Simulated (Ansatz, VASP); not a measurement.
## NaI: VASP beside Ansatz

The input POSCAR:

```
NaI
1.0
    0.0000000000      3.2297205894      3.2297205894
    3.2297205894      0.0000000000      3.2297205894
    3.2297205894      3.2297205894      0.0000000000
Na I
1 1
Direct
    0.0000000000      0.0000000000      0.0000000000
    0.5000000000      0.5000000000      0.5000000000
```

INCAR.step1

```
  PREC = Accurate
  ENCUT = 520
  EDIFF = 1E-5
  ISMEAR = 0
  SIGMA = 0.01
  LREAL = F
  LASPH = T
  NELM = 100
  ALGO = Normal
  ISIF = 2
  LWAVE = T
  GGA = PE
  NBANDS = 14
```

Contents of INCAR.step2:

```
  PREC = Accurate
  ENCUT = 520
  EDIFF = 1E-6
  ISMEAR = 0
  SIGMA = 0.01
  LREAL = F
  LASPH = T
  NELM = 100
  ALGO = Normal
  ISIF = 2
  LWAVE = F
  LCHARG = T
  GGA = PE
  LHFCALC = T
  HFSCREEN = 0.2079
  PRECFOCK = Normal
  LELF = T
  LVHAR = T
  ISTART = 1
  NBANDS = 14
```

KPOINTS

```
regular mesh
0
Gamma
  4 4 4
```

Input for Ansatz:

```yaml
crystal:
  lattice:
    - [0.0, 3.2297205894, 3.2297205894]
    - [3.2297205894, 0.0, 3.2297205894]
    - [3.2297205894, 3.2297205894, 0.0]
  atoms:
    - { symbol: Na, position: [0.0, 0.0, 0.0] }
    - { symbol: I, position: [0.5, 0.5, 0.5] }
kpoints:
  mp_grid: { grid: [4, 4, 4] }
hamiltonian:
  xc: hse06
scf:
  occupations: { method: fixed }
  n_extra_bands: 4
output:
  forces: true
  stress: true
  eigenvalues: true
```

Alike in both runs: task single point; functional HSE06; k mesh 4 × 4 × 4; no spin polarisation.

|  | VASP | Ansatz |
| --- | --- | --- |
| version | VASP 6.6.1 | Ansatz 0.2.0 |
| potentials or method | VASP PAW PBE potentials, release 64 (Na_pv, I) | plane waves, PAW |
| plane-wave cutoff (eV) | 520 | 420 |
| occupations | gaussian, width 0.01 eV | fixed |
| valence electrons in the cell | 14 | 26 |

|  | VASP | Ansatz | Ansatz less VASP |
| --- | --- | --- | --- |
| gap on the k mesh at the Fermi level (eV) | 4.67 | 4.69 | +0.023 |
| pressure (GPa) | 0.3 | 0.3 | 0.00 |

VASP's potentials hold 14 valence electrons a cell and Ansatz's 26, so a difference there can come from the potentials and not from the codes. Ansatz's warnings: stress exchange threshold loose, stress scf threshold loose.

The k mesh is coarse, so the values compare programs but aren't converged. Spin-orbit coupling is off throughout.
